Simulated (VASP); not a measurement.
A run of VASP 6.6.1:

The input INCAR:

```
PREC = Accurate
ENCUT = 600
EDIFF = 1E-7
ISMEAR = 1
SIGMA = 0.1
LREAL = F
LASPH = T
NELM = 60
ALGO = Normal
ISIF = 3
LWAVE = F
LCHARG = F
GGA = PS
IBRION = 2
NSW = 80
EDIFFG = -0.05
PSTRESS = 200.0
```

Contents of KPOINTS:

```
regular mesh
0
Gamma
  8 8 11
```

File POSCAR:

```
Hf
1.0
    4.9623300000      0.0000000000      0.0000000000
   -2.4811650000      4.2975030000      0.0000000000
    0.0000000000      0.0000000000      3.0862320000
Hf
3
Direct
    0.6666666667      0.3333333333      0.5000000000
    0.3333333333      0.6666666667      0.5000000000
    0.0000000000      0.0000000000      0.0000000000
```

Potentials or basis: VASP PAW PBE potentials, release 64 (Hf_pv).

Command:

```console
$ cat potpaw_PBE.64/Hf_pv/POTCAR > POTCAR
$ mpirun -np 1 vasp_std > vasp.out
```

Hardware: 1 thread of Intel Xeon 8259CL, on a shared host.

Problem. How long does it take, and how much memory?

Solution. Wall time 7.1 min on 1 thread of Intel Xeon 8259CL, on a shared host, peak memory 0.26 GiB. Counts: scf iterations 54, k points 60, ion steps 5.
